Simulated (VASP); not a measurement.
# Al (Fm-3m) in VASP: further runs, part 2 of 2

VASP 6.6.1. The steps go on from the part before.

## Step 4: Single point, PBEsol

This run uses another cell than the first one, of 15.98 Å³/atom.

INCAR reads:

```
SYSTEM = Al
PREC = Accurate
ENCUT = 520
EDIFF = 1E-7
ISMEAR = -1
SIGMA = 0.05
LREAL = .FALSE.
LASPH = .TRUE.
NELM = 100
ALGO = Normal
ISIF = 2
LWAVE = .FALSE.
LCHARG = .FALSE.
GGA = PS
NBANDS = 8
```

KPOINTS reads:

```
regular mesh
0
G
  24 24 24
  0 0 0
```

POSCAR reads:

```
Al
1.0
    0.0000000000      1.9990627627      1.9990627627
    1.9990627627      0.0000000000      1.9990627627
    1.9990627627      1.9990627627      0.0000000000
Al
1
Direct
    0.0000000000      0.0000000000      0.0000000000
```

Potentials or basis: VASP PAW PBE potentials, release 64 (Al).

Run with:

```bash
> cat potpaw_PBE.64/Al/POTCAR > POTCAR
> mpirun -np 1 vasp_std > vasp.out
```

OUTCAR:

```text
SYSTEM = Al
   PREC = Accurate
   ENCUT = 520
   EDIFF = 1E-7
   ISMEAR = -1
   LREAL = .FALSE.
   LASPH = .TRUE.
   NELM = 100
   ISIF = 2
   GGA = PS

 ion  position               nearest neighbor table
   1  0.000  0.000  0.000-

  LATTYP: Found a face centered cubic cell.
 ALAT       =     3.9981255254

  Lattice vectors:

 A1 = (   0.0000000000,   1.9990627627,   1.9990627627)
 A2 = (   1.9990627627,   0.0000000000,   1.9990627627)
 A3 = (   1.9990627627,   1.9990627627,   0.0000000000)

Analysis of symmetry for initial positions (statically):
=====================================================================
 Subroutine PRICEL returns:
 Original cell was already a primitive cell.

 Routine SETGRP: Setting up the symmetry group for a
 face centered cubic supercell.

 Subroutine GETGRP returns: Found 48 space group operations
 (whereof 48 operations were pure point group operations)
 out of a pool of 48 trial point group operations.

The static configuration has the point symmetry O_h .

Analysis of symmetry for dynamics (positions and initial velocities):
=====================================================================
 Subroutine PRICEL returns:
 Original cell was already a primitive cell.

 Routine SETGRP: Setting up the symmetry group for a
 face centered cubic supercell.

 Subroutine GETGRP returns: Found 48 space group operations
 (whereof 48 operations were pure point group operations)
 out of a pool of 48 trial point group operations.

The dynamic configuration has the point symmetry O_h .

 Subroutine INISYM returns: Found 48 space group operations
 (whereof 48 operations are pure point group operations),
 and found     1 'primitive' translations

----------------------------------------------------------------------------------------

                                     Primitive cell
[... 108 lines left out ...]
     AMIX     =   0.40;   BMIX     =  1.00
     AMIX_MAG =   1.60;   BMIX_MAG =  1.00
  volume/ion in A,a.u.               =      15.98       107.82
  Fermi-wavevector in a.u.,A,eV,Ry     =   0.937444  1.771513 11.956825  0.878802
  Thomas-Fermi vector in A             =   2.064556
   LORBIT       =      0    0 simple, 1 ext, 2 COOP (PROOUT), +10 PAW based schemes
   GGA     = PS    functional components
   LHFCALC =     F    Hartree Fock is set to
   AEXX    =    0.0000 exact exchange contribution
   IVDW    =     0    specifies the selected vdW correction
   LEPSILON=     F    determine dielectric tensor
   LRPA    =     F    only Hartree local field effects (RPA)
 non-spin polarized calculation
  energy-cutoff  :      520.00
  volume of cell :       15.98
 maximum number of plane-waves:       445
 NGX is ok and might be reduce to    24
   NGX = 11   NGY = 11   NGZ = 11

 number of electron       3.0000000 magnetization

 Free energy of the ion-electron system (eV)
  ---------------------------------------------------
  ext. energy  EPLUGINS =         0.00000000
  ---------------------------------------------------
  free energy    TOTEN  =        -4.09184709 eV

  energy without entropy =       -4.08815771  energy(sigma->0) =       -4.09000240

 E-fermi :   8.3001     XC(G=0): -10.3748

 val. band max:        8.2915193311   @ k =  -0.4167   0.3750   0.0000
 cond. band min:       8.3042257190   @ k =  -0.4583   0.3333   0.0417
 fundamental gap:      0.0127063879
 Fermi energy:         8.3001435568

 k-point     1 :       0.0000    0.0000    0.0000
  band No.  band energies     occupation
      1      -3.0651      2.00000
      2      21.0623      0.00000
      3      21.0623      0.00000
      4      21.0623      0.00000
      5      22.8004      0.00000
      6      22.8004      0.00000
      7      22.8004      0.00000
      8      25.0089      0.00000
[... 243 lines left out ...]
 k-point    24 :       0.4583    0.0417    0.0000
  band No.  band energies     occupation
      1       2.3528      2.00000
      2       5.3125      2.00000
      3      18.7350      0.00000
      4      19.2401      0.00000
      5      19.9927      0.00000
      6      21.3820      0.00000
      7      23.9038      0.00000
      8      24.7757      0.00000

 [... further k-points ...]

------------------------ aborting loop because EDIFF is reached ----------------------------------------

  FORCE on cell =-STRESS in cart. coord.  units (eV):
  Direction    XX          YY          ZZ          XY          YZ          ZX
  --------------------------------------------------------------------------------------
  -------------------------------------------------------------------------------------
  Total        0.1048497      0.1048497      0.1048497     -0.0000000     -0.0000000      0.0000000
  in kB       10.5140140     10.5140140     10.5140140     -0.0000000     -0.0000000      0.0000000
  external PRESSURE =      10.5140140 kB  Pullay stress =       0.0000000 kB

 VOLUME and BASIS-vectors are now :
 -----------------------------------------------------------------------------
  energy-cutoff  :      520.00
  volume of cell :       15.98
      direct lattice vectors                 reciprocal lattice vectors
     0.000000000  1.999062763  1.999062763    -0.250117210  0.250117210  0.250117210
     1.999062763  0.000000000  1.999062763     0.250117210 -0.250117210  0.250117210
     1.999062763  1.999062763  0.000000000     0.250117210  0.250117210 -0.250117210

 POSITION                                       TOTAL-FORCE (eV/Angst)
 -----------------------------------------------------------------------------------
      0.00000      0.00000      0.00000        -0.000000     -0.000000     -0.000000
 -----------------------------------------------------------------------------------
    total drift:                                0.000000     -0.000000     -0.000000

  FREE ENERGIE OF THE ION-ELECTRON SYSTEM (eV)
  ---------------------------------------------------
  free  energy   TOTEN  =        -4.0918470891 eV

  energy  without entropy=       -4.0881577110  energy(sigma->0) =       -4.09000240
```

OSZICAR:

```text
N       E                     dE             d eps       ncg     rms          rms(c)
DAV:   1    -0.271901652508E+01   -0.27190E+01   -0.88399E+02  6648   0.206E+02
DAV:   2    -0.411443567038E+01   -0.13954E+01   -0.13758E+01  9232   0.190E+01
DAV:   3    -0.412100972044E+01   -0.65741E-02   -0.65684E-02  8808   0.144E+00
DAV:   4    -0.412102712100E+01   -0.17401E-04   -0.17401E-04 10032   0.610E-02
DAV:   5    -0.412102717168E+01   -0.50678E-07   -0.49875E-07  8808   0.181E-03    0.145E+00
DAV:   6    -0.410362141278E+01    0.17406E-01   -0.20567E-03  8856   0.190E-01    0.824E-01
DAV:   7    -0.409186418131E+01    0.11757E-01   -0.56464E-03  8656   0.304E-01    0.175E-01
DAV:   8    -0.409184803160E+01    0.16150E-04   -0.20483E-05  9720   0.306E-02    0.131E-02
DAV:   9    -0.409184731042E+01    0.72117E-06   -0.33157E-07  9344   0.268E-03    0.772E-04
DAV:  10    -0.409184709071E+01    0.21972E-06   -0.33863E-09  8592   0.367E-04    0.342E-04
DAV:  11    -0.409184708911E+01    0.15956E-08   -0.85592E-11  4936   0.501E-05
   1 F= -.40918471E+01 E0= -.40900024E+01  d E =-.368938E-02
```

Wall time 44 s (1 thread of Intel Xeon 8259CL, shared host); peak memory 0.16 GiB.

What came out:

| Item | Value |
| --- | --- |
| Free energy | -4.0918 eV |
| Pressure | 1.1 GPa |
| Band gap on the k mesh | zero (an odd number of electrons rules out a gap without spin polarisation) |

Caveat: the PAW data sets were made with another functional, which shifts forces and pressure a little.

## Step 5: Single point, PBEsol

This run uses another cell than the first one, of 16.17 Å³/atom.

INCAR reads:

```
PREC = Accurate ; ENCUT = 520
EDIFF = 1E-7 ; ISMEAR = -1
SIGMA = 0.05 ; LREAL = False
LASPH = True ; NELM = 100
ALGO = Normal ; ISIF = 2
LWAVE = False ; LCHARG = False
GGA = PS ; NBANDS = 8
```

KPOINTS reads:

```
regular mesh
0
Gamma
  24 24 24
```

POSCAR reads:

```
Al
1.0
    0.0000000000      2.0072119613      2.0072119613
    2.0072119613      0.0000000000      2.0072119613
    2.0072119613      2.0072119613      0.0000000000
Al
1
Direct
    0.0000000000      0.0000000000      0.0000000000
```

Potentials or basis: VASP PAW PBE potentials, release 64 (Al).

Run with:

```bash
> cat potpaw_PBE.64/Al/POTCAR > POTCAR
> mpirun -np 1 vasp_std > vasp.out
```

OUTCAR:

```text
PREC = Accurate
   ENCUT = 520
   EDIFF = 1E-7
   ISMEAR = -1
   LREAL = False
   LASPH = True
   NELM = 100
   ISIF = 2
   GGA = PS

 ion  position               nearest neighbor table
   1  0.000  0.000  0.000-

  LATTYP: Found a face centered cubic cell.
 ALAT       =     4.0144239226

  Lattice vectors:

 A1 = (   0.0000000000,   2.0072119613,   2.0072119613)
 A2 = (   2.0072119613,   0.0000000000,   2.0072119613)
 A3 = (   2.0072119613,   2.0072119613,   0.0000000000)

Analysis of symmetry for initial positions (statically):
=====================================================================
 Subroutine PRICEL returns:
 Original cell was already a primitive cell.

 Routine SETGRP: Setting up the symmetry group for a
 face centered cubic supercell.

 Subroutine GETGRP returns: Found 48 space group operations
 (whereof 48 operations were pure point group operations)
 out of a pool of 48 trial point group operations.

The static configuration has the point symmetry O_h .

Analysis of symmetry for dynamics (positions and initial velocities):
[... 156 lines left out ...]

 E-fermi :   8.1690     XC(G=0): -10.3300

 val. band max:        8.1633031393   @ k =  -0.3333   0.3750   0.0417
 cond. band min:       8.1791638166   @ k =  -0.4583   0.3333   0.0417
 fundamental gap:      0.0158606773
 Fermi energy:         8.1689723758

 k-point     1 :       0.0000    0.0000    0.0000
  band No.  band energies     occupation
      1      -3.1093      2.00000
      2      20.8647      0.00000
      3      20.8647      0.00000
      4      20.8647      0.00000
      5      22.5082      0.00000
      6      22.5082      0.00000
      7      22.5082      0.00000
      8      24.7891      0.00000
[... 243 lines left out ...]
 k-point    24 :       0.4583    0.0417    0.0000
  band No.  band energies     occupation
      1       2.2678      2.00000
      2       5.2027      2.00000
      3      18.5205      0.00000
      4      19.0326      0.00000
      5      19.7580      0.00000
      6      21.1466      0.00000
      7      23.6576      0.00000
      8      24.5117      0.00000

 [... further k-points ...]

------------------------ aborting loop because EDIFF is reached ----------------------------------------

  FORCE on cell =-STRESS in cart. coord.  units (eV):
  Direction    XX          YY          ZZ          XY          YZ          ZX
  --------------------------------------------------------------------------------------
  -------------------------------------------------------------------------------------
  Total        0.0026957      0.0026957      0.0026957     -0.0000000      0.0000000      0.0000000
  in kB        0.2670407      0.2670407      0.2670407     -0.0000000      0.0000000      0.0000000
  external PRESSURE =       0.2670407 kB  Pullay stress =       0.0000000 kB

 VOLUME and BASIS-vectors are now :
 -----------------------------------------------------------------------------
  energy-cutoff  :      520.00
  volume of cell :       16.17
      direct lattice vectors                 reciprocal lattice vectors
     0.000000000  2.007211961  2.007211961    -0.249101744  0.249101744  0.249101744
     2.007211961  0.000000000  2.007211961     0.249101744 -0.249101744  0.249101744
     2.007211961  2.007211961  0.000000000     0.249101744  0.249101744 -0.249101744

 POSITION                                       TOTAL-FORCE (eV/Angst)
 -----------------------------------------------------------------------------------
      0.00000      0.00000      0.00000         0.000000     -0.000000      0.000000
 -----------------------------------------------------------------------------------
    total drift:                                0.000000     -0.000000     -0.000000

  FREE ENERGIE OF THE ION-ELECTRON SYSTEM (eV)
  ---------------------------------------------------
  free  energy   TOTEN  =        -4.0925083475 eV

  energy  without entropy=       -4.0887365761  energy(sigma->0) =       -4.09062246
```

OSZICAR:

```text
N       E                     dE             d eps       ncg     rms          rms(c)
DAV:   1    -0.275331656060E+01   -0.27533E+01   -0.85563E+02  6624   0.204E+02
DAV:   2    -0.411459968323E+01   -0.13613E+01   -0.13083E+01  9120   0.186E+01
DAV:   3    -0.412144029890E+01   -0.68406E-02   -0.68378E-02  8824   0.145E+00
DAV:   4    -0.412145298304E+01   -0.12684E-04   -0.12683E-04 10120   0.534E-02
DAV:   5    -0.412145301868E+01   -0.35643E-07   -0.35409E-07  8920   0.154E-03    0.143E+00
DAV:   6    -0.410418407973E+01    0.17269E-01   -0.21275E-03  9008   0.192E-01    0.812E-01
DAV:   7    -0.409252524080E+01    0.11659E-01   -0.58244E-03  8712   0.308E-01    0.172E-01
DAV:   8    -0.409250931218E+01    0.15929E-04   -0.20096E-05  9576   0.304E-02    0.108E-02
DAV:   9    -0.409250858511E+01    0.72707E-06   -0.34499E-07  9336   0.269E-03    0.771E-04
DAV:  10    -0.409250834698E+01    0.23813E-06   -0.36954E-09  8624   0.380E-04    0.314E-04
DAV:  11    -0.409250834752E+01   -0.54141E-09   -0.90513E-11  4960   0.516E-05
   1 F= -.40925083E+01 E0= -.40906225E+01  d E =-.377177E-02
```

stdout:

```text
POSCAR found type information on POSCAR Al
 POSCAR found :  1 types and       1 ions
 scaLAPACK will be used
 -----------------------------------------------------------------------------
|                                                                             |
|                                                                             |
|     You enforced a specific xc type in the INCAR file but a different       |
|     I HOPE YOU KNOW WHAT YOU ARE DOING!                                     |
|                                                                             |
 -----------------------------------------------------------------------------

 LDA part: xc-table for (Slater+PW92), standard interpolation
 POSCAR, INCAR and KPOINTS ok, starting setup
 FFT: planning ... GRIDC
 FFT: planning ... GRID_SOFT
 FFT: planning ... GRID
 WAVECAR not read
 entering main loop
```

Run time: 37 s. Hardware: 1 thread of Intel Xeon 8259CL, shared host; peak memory 0.16 GiB.

What came out:

```yaml
Free_energy: -4.0925 eV
Pressure: 0.0 GPa
Band_gap_on_the_k_mesh: zero (an odd number of electrons rules out a gap without spin polarisation)
```

Levels at points of the mesh, in eV from the Fermi level:
```
           k point  band 1  band 2  band 3  band 4  band 5
(0.00, 0.00, 0.00)  -11.28   12.70   12.70   12.70   14.34
(0.50, 0.00, 0.00)   -4.68   -4.41   11.52   11.52   11.60
(0.50, 0.50, 0.00)   -2.98   -1.62    5.25    5.67    5.67
```

Caveat: the PAW data sets were made with another functional, which shifts forces and pressure a little.

## Step 6: Summary

```tsv
cell	gap on the mesh (eV)	pressure (GPa)
a = 2.797 Å, angles 60.0°, 1 atom	none	4.0
a = 2.817 Å, angles 60.0°, 1 atom	none	2.0
a = 2.827 Å, angles 60.0°, 1 atom	none	1.1
a = 2.839 Å, angles 60.0°, 1 atom	none	0.0
```

Alike in all rows: task single point; level PBEsol; potentials or basis VASP PAW PBE potentials, release 64 (Al); no spin polarisation; k mesh 24 × 24 × 24; cutoff (eV) 520; smearing fermi-dirac 0.05 eV.

Caveats: the PAW data sets were made with another functional, which shifts forces and pressure a little; the cell stands under pressure (at least some runs).

Total energies depend on the potentials used, so only differences within one code and one set of settings carry meaning.
